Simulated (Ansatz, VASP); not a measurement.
# One calculation of Hf12H, two programs

```
Hf H
1.0
     6.40000    0.00000    0.00000
    -4.80000    8.31384    0.00000
     0.00000    0.00000    5.06240
Hf H
12 1
Cartesian
  0.0133 -0.0126 -0.0102
  -0.0044 1.8523 2.5266
  -1.5539 2.7311 -0.0080
  -1.5760 4.6688 2.5355
  -3.1905 5.5625 0.0161
  -3.2026 7.4190 2.5380
  3.2019 -0.0214 -0.0063
  3.1890 1.8309 2.5172
  1.5760 2.7278 -0.0066
  1.5530 4.6650 2.5363
  0.0033 5.5463 0.0022
  -0.0148 7.4100 2.5407
  3.1955 3.7222 1.2633
```

Alike in both runs: functional PBEsol; k mesh 2 × 2 × 2; occupations fermi-dirac, width 0.1 eV; no spin polarisation.

Ansatz relaxed the structure, and its values are those at the end. VASP's run is a single point on that final structure, the one shown.

```csv
,VASP,Ansatz
version,VASP 6.6.1,Ansatz 0.2.0
potentials or method,"VASP PAW PBE potentials, release 64 (Hf_pv, H), cutoff 520 eV","scalar-relativistic, plane waves, PAW"
valence electrons in the cell,121,313
```

```csv
,VASP,Ansatz,Ansatz less VASP
rms of the force components (eV/Å),0.012,0.012,-0.0003
```

VASP's potentials were made for PBE, not for PBEsol. VASP's potentials hold 121 valence electrons a cell and Ansatz's 313, so a difference there can come from the potentials and not from the codes.

The k mesh is coarse, so the values compare programs but aren't converged. Neither program's run includes spin-orbit coupling.
